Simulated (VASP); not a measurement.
Write the native input for VASP 6.6.1 that does the following.

```yaml
Task: single point
Functional: PBE
Potentials_or_basis: VASP PAW PBE potentials, release 64 (Se)
Cutoff: 520 eV
k_mesh: 14 × 14 × 14
Occupations: fermi-dirac, width 0.1 eV
Spin: no spin polarisation
Dipole_correction: no
Further_INCAR_settings: ALGO = Normal; EDIFF = 1e-06; NBANDS = 13
```

The structure of Se lies in POSCAR:

```
Se
1.0
    0.0000000000      3.1670468414      3.1670468414
    3.1670468414      0.0000000000      3.1670468414
    3.1670468414      3.1670468414      0.0000000000
Se
2
Direct
    0.1250000000      0.1250000000      0.1250000000
    0.8750000000      0.8750000000      0.8750000000
```

This isn't the form of Se at room conditions, which is trigonal, of chains.

The input as run:

INCAR

```
PREC = Accurate
ENCUT = 520
EDIFF = 1E-6
ISMEAR = -1
SIGMA = 0.1
LREAL = F
LASPH = T
NELM = 80
ALGO = Normal
ISIF = 2
LWAVE = F
LCHARG = T
GGA = PE
LELF = T
LVHAR = T
NBANDS = 13
```

KPOINTS

```
Automatic mesh
0
Gamma
  14 14 14
```

Potentials or basis: VASP PAW PBE potentials, release 64 (Se).

Run with:

```bash
$ cat potpaw_PBE.64/Se/POTCAR > POTCAR
$ mpirun -np 1 vasp_std > vasp.out
```

Results of the run:

```
Pressure               : 0.0 GPa
Band gap on the k mesh : zero (bands 6 and 7 overlap by 1.05 eV)
```

Wall time 2.1 min on 1 thread of Intel Xeon 8259CL (shared host), peak memory 0.24 GiB.
